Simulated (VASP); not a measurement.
Write the native input for VASP 6.6.1 that does the following.

```
Task                   : electric field gradients
Functional             : PBE
Potentials or basis    : VASP PAW PBE potentials, release 64 (Si)
Cutoff                 : 520 eV
k mesh                 : 16 × 16 × 16
Occupations            : fermi-dirac, width 0.05 eV
Spin                   : no spin polarisation
Dipole correction      : no
Further INCAR settings : ALGO = Normal; EDIFF = 1e-08; NBANDS = 11
```

The structure of Si lies in POSCAR:

```
Si
1.0
   -2.2510000000      2.3685000000      1.2750000000
    2.2510000000     -2.3685000000      1.2750000000
    2.2510000000      2.3685000000     -1.2750000000
Si
2
Direct
    0.8070000000      0.5570000000      0.2500000000
    0.1930000000      0.4430000000      0.7500000000
```

The input as run:

INCAR

```
SYSTEM = Si
  PREC = Accurate
  ENCUT = 520
  EDIFF = 1E-8
  ISMEAR = -1
  SIGMA = 0.05
  LREAL = .FALSE.
  LASPH = .TRUE.
  NELM = 60
  ALGO = Normal
  ISIF = 2
  LWAVE = .FALSE.
  LCHARG = .FALSE.
  GGA = PE
  LEFG = .TRUE.
  NBANDS = 11
```

KPOINTS

```
regular mesh
0
G
  16 16 16
  0 0 0
```

Potentials or basis: VASP PAW PBE potentials, release 64 (Si).

The run is started by

```console
$ cat potpaw_PBE.64/Si/POTCAR > POTCAR
$ mpirun -np 1 vasp_std > vasp.out
```

Results of the run:

```yaml
Pressure: 15.7 GPa
Band_gap_on_the_k_mesh: zero (band 4 reaches 13.67 eV, above the bottom of band 5 at 6.24 eV)
```

Caveat: without QUAD_EFG the Cq values of the log hold for a quadrupole moment of 1 mb, not for the nuclei.

Wall time 8 min on 1 thread of AMD EPYC 7R13, on a shared host, peak memory 0.24 GiB.
